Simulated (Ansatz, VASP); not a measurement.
**One calculation of Ta, two programs**

```
Ta
1.0
     0.00000    2.08819    2.08819
     2.08819    0.00000    2.08819
     2.08819    2.08819    0.00000
Ta
1
Direct
  0.00000 0.00000 0.00000
```

Alike in both runs: functional PBEsol; k mesh 13 × 13 × 13; occupations fermi-dirac, width 0.1 eV; no spin polarisation.

Ansatz relaxed the structure, and its values are those at the end. VASP's run is a single point on that final structure, the one shown.

|  | VASP | Ansatz |
| --- | --- | --- |
| version | VASP 6.6.1 | Ansatz 0.2.0 |
| potentials or method | VASP PAW PBE potentials, release 64 (Ta_pv), cutoff 520 eV | plane waves (420 eV) with PAW, scalar-relativistic |
| valence electrons in the cell | 11 | 13 |

Ansatz gave:

| Property | Result |
| --- | --- |
| pressure (GPa) | 0.0 |

Which values does VASP return?

Pressure (GPa): 0.1.

VASP's potentials were made for PBE, not for PBEsol, and Ansatz warns of the same on its side. VASP's potentials hold 11 valence electrons a cell and Ansatz's 13, so a difference there can come from the potentials and not from the codes.

Spin-orbit coupling is off throughout.
